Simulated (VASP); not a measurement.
Here is a VASP 6.6.1 calculation.

Contents of INCAR:

```
PREC = Accurate
ENCUT = 520
EDIFF = 1E-7
ISMEAR = -1
SIGMA = 0.02
LREAL = False
LASPH = True
NELM = 80
ALGO = Normal
ISIF = 2
LWAVE = False
LCHARG = True
GGA = PE
LELF = True
LVHAR = True
NBANDS = 21
```

KPOINTS

```
Automatic mesh
0
Gamma
  8 8 8
```

POSCAR

```
Zn2C
1.0
    0.0000000000      2.6553518429      2.6553518429
    2.6553518429      0.0000000000      2.6553518429
    2.6553518429      2.6553518429      0.0000000000
C Zn
1 2
Direct
    0.0000000000      0.0000000000      0.0000000000
    0.2500000000      0.2500000000      0.2500000000
    0.7500000000      0.7500000000      0.7500000000
```

Potentials or basis: VASP PAW PBE potentials, release 64 (C, Zn).

Run with:

```bash
$ cat potpaw_PBE.64/C/POTCAR potpaw_PBE.64/Zn/POTCAR > POTCAR
$ mpirun -np 1 vasp_std > vasp.out
```

Question: Estimate the pressure.

Answer: -6.2 GPa.

Question: What does it give for the band gap on the k mesh?

Answer: Zero (filled and empty bands touch).

Caveat: the cell stands under tension.
